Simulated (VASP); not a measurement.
# P (Im-3m) in VASP: notebook

Runs on P. Level: PBE. Tasks: single point.

All numbers are computed with VASP 6.6.1; they aren't measurements. Logs are shortened: lines on timing, memory, paths and dates and some standing lists are left out, and cuts for length are marked.

## 1. The cell of the first run

It takes space group Im-3m (No. 229, cubic). Conventional cell: a = 2.607 Å, b = 2.607 Å, c = 2.607 Å, α = 90.00°, β = 90.00°, γ = 90.00°. P (site symmetry m-3m) has 14 P at 2.26 to 2.61 Å within 3.0 Å.

## 2. Single point, PBE

File INCAR:

```
PREC = Accurate ; ENCUT = 520
EDIFF = 1E-6 ; ISMEAR = -1
SIGMA = 0.08 ; LREAL = F
LASPH = T ; NELM = 80
ALGO = Normal ; ISIF = 2
LWAVE = F ; LCHARG = F
GGA = PE ; NBANDS = 8
```

File KPOINTS:

```
Automatic mesh
0
Gamma
  20 20 20
```

File POSCAR:

```
P
1.0
   -1.3035397775      1.3035397775      1.3035397775
    1.3035397775     -1.3035397775      1.3035397775
    1.3035397775      1.3035397775     -1.3035397775
P
1
Direct
    0.0000000000      0.0000000000      0.0000000000
```

Potentials or basis: VASP PAW PBE potentials, release 64 (P).

Launch:

```
cat potpaw_PBE.64/P/POTCAR > POTCAR
mpirun -np 1 vasp_std > vasp.out
```

OUTCAR:

```text
PREC = Accurate
   ENCUT = 520
   EDIFF = 1E-6
   ISMEAR = -1
   LREAL = F
   LASPH = T
   NELM = 80
   ISIF = 2
   GGA = PE

 ion  position               nearest neighbor table
   1  0.000  0.000  0.000-

  LATTYP: Found a body centered cubic cell.
 ALAT       =     2.6070795550

  Lattice vectors:

 A1 = (  -1.3035397775,   1.3035397775,   1.3035397775)
 A2 = (   1.3035397775,  -1.3035397775,   1.3035397775)
 A3 = (   1.3035397775,   1.3035397775,  -1.3035397775)

Analysis of symmetry for initial positions (statically):
=====================================================================
 Subroutine PRICEL returns:
 Original cell was already a primitive cell.

 Routine SETGRP: Setting up the symmetry group for a
 body centered cubic supercell.

 Subroutine GETGRP returns: Found 48 space group operations
 (whereof 48 operations were pure point group operations)
 out of a pool of 48 trial point group operations.

The static configuration has the point symmetry O_h .

Analysis of symmetry for dynamics (positions and initial velocities):
=====================================================================
 Subroutine PRICEL returns:
 Original cell was already a primitive cell.

 Routine SETGRP: Setting up the symmetry group for a
 body centered cubic supercell.

 Subroutine GETGRP returns: Found 48 space group operations
 (whereof 48 operations were pure point group operations)
 out of a pool of 48 trial point group operations.

The dynamic configuration has the point symmetry O_h .

 Subroutine INISYM returns: Found 48 space group operations
 (whereof 48 operations are pure point group operations),
 and found     1 'primitive' translations

----------------------------------------------------------------------------------------

                                     Primitive cell

  volume of cell :       8.8600

  direct lattice vectors                    reciprocal lattice vectors
    -1.303539777  1.303539777  1.303539777     0.000000000  0.383570957  0.383570957
     1.303539777 -1.303539777  1.303539777     0.383570957  0.000000000  0.383570957
     1.303539777  1.303539777 -1.303539777     0.383570957  0.383570957  0.000000000

  length of vectors
     2.257797124  2.257797124  2.257797124     0.542451250  0.542451250  0.542451250

  position of ions in fractional coordinates (direct lattice)
     0.000000000  0.000000000  0.000000000

  ion indices of the primitive-cell ions
   primitive index   ion index
                 1           1

----------------------------------------------------------------------------------------

 KPOINTS: Automatic mesh

Automatic generation of k-mesh.
 Grid dimensions read from file:
 generate k-points for:   20   20   20

 Generating k-lattice:

  Cartesian coordinates                     Fractional coordinates (reciprocal lattice)
     0.000000000  0.019178548  0.019178548     0.050000000  0.000000000  0.000000000
     0.019178548  0.000000000  0.019178548     0.000000000  0.050000000  0.000000000
     0.019178548  0.019178548  0.000000000     0.000000000  0.000000000  0.050000000

  Length of vectors
     0.027122562  0.027122562  0.027122562

  Shift w.r.t. Gamma in fractional coordinates (k-lattice)
     0.000000000  0.000000000  0.000000000

 Subroutine IBZKPT returns following result:
 ===========================================

 Found    256 irreducible k-points:

 Following reciprocal coordinates:
            Coordinates               Weight
  0.000000  0.000000  0.000000      1.000000
  0.050000  0.000000  0.000000     12.000000
  0.100000  0.000000  0.000000     12.000000
  0.150000  0.000000  0.000000     12.000000
  0.200000  0.000000  0.000000     12.000000
  0.250000  0.000000  0.000000     12.000000
[... 16 lines left out ...]
  0.200000  0.100000  0.000000     48.000000
  0.250000  0.100000  0.000000     48.000000
 [... further k-points ...]
   k-points           NKPTS =    256   k-points in BZ     NKDIM =    256   number of bands    NBANDS=      8
   number of dos      NEDOS =    301   number of ions     NIONS =      1
   total plane-waves  NPLWV =   5832
   dimension x,y,z NGX =    18 NGY =   18 NGZ =   18
   dimension x,y,z NGXF=    36 NGYF=   36 NGZF=   36
   ions per type =               1
   NGX,Y,Z   is equivalent  to a cutoff of  13.25, 13.25, 13.25 a.u.
   NGXF,Y,Z  is equivalent  to a cutoff of  26.51, 26.51, 26.51 a.u.
 SYSTEM =  unknown system
   PREC   = accura    normal or accurate (medium, high low for compatibility)
   ISTART =      0    job   : 0-new  1-cont  2-samecut
   ICHARG =      2    charge: 1-file 2-atom 10-const
   ISPIN  =      1    spin polarized calculation?
   LNONCOLLINEAR =      F non collinear calculations
   LSORBIT =      F    spin-orbit coupling
   LASPH  =      T    aspherical Exc in radial PAW
   ENCUT  =  520.0 eV  38.22 Ry    6.18 a.u.   4.20  4.20  4.20*2*pi/ulx,y,z
   NELM   =     80;   NELMIN=  2; NELMDL= -5     # of ELM steps
   EDIFF  = 0.1E-05   stopping-criterion for ELM
   LREAL  =      F    real-space projection
   EDIFFG = 0.1E-04   stopping-criterion for IOM
   NSW    =      0    number of steps for IOM
   IBRION =     -1    ionic relax: 0-MD 1-quasi-New 2-CG
   NFREE  =      0    steps in history (QN), initial steepest desc. (CG)
   ISIF   =      2    stress and relaxation
   ISYM   =      2    0-nonsym 1-usesym 2-fastsym
   POTIM  = 0.5000    time-step for ionic-motion
   TEBEG  =    0.0;   TEEND  =   0.0 temperature during run
   PSTRESS=    0.0 pullay stress
   NELECT =       5.0000    total number of electrons
   NUPDOWN=      -1.0000    fix difference up-down
   EMIN   =  10.00;   EMAX   =-10.00  energy-range for DOS
   EFERMI =   0.00;   METHOD = LEGACY
   ISMEAR =    -1;   SIGMA  =   0.08  broadening in eV -4-tet -1-fermi 0-gaus
   EFERMI_NEDOS =   21; number of points for ismear=-14 and -15
   IALGO  =     38    algorithm
   IMIX   =      4    mixing-type and parameters
     AMIX     =   0.40;   BMIX     =  1.00
     AMIX_MAG =   1.60;   BMIX_MAG =  1.00
  volume/ion in A,a.u.               =       8.86        59.79
  Fermi-wavevector in a.u.,A,eV,Ry     =   1.352863  2.556541 24.901911  1.830239
  Thomas-Fermi vector in A             =   2.480166
   LORBIT       =      0    0 simple, 1 ext, 2 COOP (PROOUT), +10 PAW based schemes
   GGA     = PE    functional components
   LHFCALC =     F    Hartree Fock is set to
   AEXX    =    0.0000 exact exchange contribution
   IVDW    =     0    specifies the selected vdW correction
   LEPSILON=     F    determine dielectric tensor
   LRPA    =     F    only Hartree local field effects (RPA)
 non-spin polarized calculation
  energy-cutoff  :      520.00
  volume of cell :        8.86
 maximum number of plane-waves:       247
 NGX is ok and might be reduce to    18
   NGX =  9   NGY =  9   NGZ =  9

 number of electron       5.0000001 magnetization

 Free energy of the ion-electron system (eV)
  ---------------------------------------------------
  ext. energy  EPLUGINS =         0.00000000
  ---------------------------------------------------
  free energy    TOTEN  =        -3.37420410 eV

  energy without entropy =       -3.36676706  energy(sigma->0) =       -3.37048558

 E-fermi :  18.3612     XC(G=0): -13.7522

 val. band max:       18.3603163611   @ k =   0.2500   0.0000   0.0000
 cond. band min:      18.3678108150   @ k =  -0.2500   0.3000   0.2000
 fundamental gap:      0.0074944539
 Fermi energy:        18.3611703772

 k-point     1 :       0.0000    0.0000    0.0000
  band No.  band energies     occupation
      1      -4.1847      2.00000
      2      31.5818      0.00000
      3      31.5818      0.00000
      4      31.5818      0.00000
      5      31.6847      0.00000
      6      31.6847      0.00000
      7      31.6847      0.00000
      8      37.0575      0.00000

 k-point     2 :       0.0500    0.0000    0.0000
  band No.  band energies     occupation
      1      -4.0793      2.00000
      2      29.5786      0.00000
      3      29.9688      0.00000
      4      31.3294      0.00000
      5      31.3976      0.00000
      6      33.0895      0.00000
      7      33.4785      0.00000
      8      36.1771      0.00000

 k-point     3 :       0.1000    0.0000    0.0000
  band No.  band energies     occupation
      1      -3.7635      2.00000
      2      27.0037      0.00000
      3      28.4865      0.00000
      4      30.4538      0.00000
      5      30.8837      0.00000
      6      33.6741      0.00000
      7      35.4072      0.00000
      8      35.5018      0.00000

 k-point     4 :       0.1500    0.0000    0.0000
  band No.  band energies     occupation
      1      -3.2380      2.00000
      2      24.1498      0.00000
      3      27.1841      0.00000
      4      29.3713      0.00000
      5      30.1542      0.00000
      6      32.9473      0.00000
      7      36.0493      0.00000
      8      36.9911      0.00000

 k-point     5 :       0.2000    0.0000    0.0000
  band No.  band energies     occupation
      1      -2.5045      2.00000
      2      21.2293      0.00000
      3      26.0603      0.00000
      4      28.2834      0.00000
      5      29.3478      0.00000
      6      32.0160      0.00000
      7      37.0921      0.00000
      8      37.3964      0.00000
[... 177 lines left out ...]
 k-point    22 :       0.1500    0.1000    0.0000
  band No.  band energies     occupation
      1      -2.1908      2.00000
      2      21.4785      0.00000
      3      23.1838      0.00000
      4      26.7185      0.00000
      5      31.5051      0.00000
      6      33.0918      0.00000
      7      35.9762      0.00000
      8      38.3384      0.00000

 k-point    23 :       0.2000    0.1000    0.0000
  band No.  band energies     occupation
      1      -1.2524      2.00000
      2      18.6328      0.06487
      3      22.1863      0.00000
      4      25.7927      0.00000
      5      30.8100      0.00000
      6      32.9799      0.00000
      7      36.2973      0.00000
      8      39.9349      0.00000

 k-point    24 :       0.2500    0.1000    0.0000
  band No.  band energies     occupation
      1      -0.1105      2.00000
      2      15.8854      2.00000
      3      21.3639      0.00000
      4      25.0119      0.00000
      5      30.1145      0.00000
      6      32.7945      0.00000
      7      36.8812      0.00000
      8      41.4383      0.00000

 [... further k-points ...]
[... 5 lines left out ...]
  --------------------------------------------------------------------------------------
  -------------------------------------------------------------------------------------
  Total        6.5452138      6.5452138      6.5452138      0.0000000      0.0000000     -0.0000000
  in kB     1183.5907511   1183.5907511   1183.5907511      0.0000000      0.0000000     -0.0000000
  external PRESSURE =    1183.5907511 kB  Pullay stress =       0.0000000 kB

 VOLUME and BASIS-vectors are now :
 -----------------------------------------------------------------------------
  energy-cutoff  :      520.00
  volume of cell :        8.86
      direct lattice vectors                 reciprocal lattice vectors
    -1.303539777  1.303539777  1.303539777     0.000000000  0.383570957  0.383570957
     1.303539777 -1.303539777  1.303539777     0.383570957  0.000000000  0.383570957
     1.303539777  1.303539777 -1.303539777     0.383570957  0.383570957  0.000000000

 POSITION                                       TOTAL-FORCE (eV/Angst)
 -----------------------------------------------------------------------------------
      0.00000      0.00000      0.00000         0.000000      0.000000      0.000000
 -----------------------------------------------------------------------------------
    total drift:                               -0.000000      0.000000     -0.000000

  FREE ENERGIE OF THE ION-ELECTRON SYSTEM (eV)
  ---------------------------------------------------
  free  energy   TOTEN  =        -3.3742040989 eV

  energy  without entropy=       -3.3667670628  energy(sigma->0) =       -3.37048558
```

Run time: 9.8 s. Hardware: 1 thread of AMD EPYC 9R14 (Zen 4), shared host; peak memory 0.09 GiB.

Results:

```
Free energy : -3.3742 eV
Pressure    : 118.4 GPa
```

## 3. Single point, PBE

File INCAR:

```
SYSTEM = P
PREC = Accurate ; ENCUT = 520
EDIFF = 1E-7 ; ISMEAR = -1
SIGMA = 0.08 ; LREAL = .False.
LASPH = .True. ; NELM = 60
ALGO = Normal ; ISIF = 2
LWAVE = .False. ; LCHARG = .True.
GGA = PE ; LELF = .True.
LVHAR = .True. ; NBANDS = 8
```

File KPOINTS:

```
regular mesh
0
Gamma
  20 20 20
  0 0 0
```

File POSCAR:

```
P
1.0
   -1.3038047926      1.3038047926      1.3038047926
    1.3038047926     -1.3038047926      1.3038047926
    1.3038047926      1.3038047926     -1.3038047926
P
1
Direct
    0.0000000000      0.0000000000      0.0000000000
```

Potentials or basis: VASP PAW PBE potentials, release 64 (P).

Launch:

```
cat potpaw_PBE.64/P/POTCAR > POTCAR
mpirun -np 1 vasp_std > vasp.out
```

It took 11 s on 1 thread of AMD EPYC 9R14 (Zen 4), shared host; peak memory 0.09 GiB.

The run converged. Its results:

```
Free energy : -3.3782 eV
Pressure    : 118.0 GPa
```

Levels at points of the mesh, in eV from the Fermi level:
```
           k point  band 1  band 2  band 3  band 4  band 5  band 6  band 7  band 8
(0.00, 0.00, 0.00)  -22.54   13.21   13.21   13.21   13.32   13.32   13.32   18.69
(0.50, 0.00, 0.00)  -12.40  -12.06    4.61    6.52    8.23   10.77   24.24   25.64
(0.50, 0.50, 0.50)   -3.91   -3.91   -3.91   -0.64   -0.64    0.65   30.56   30.56
```
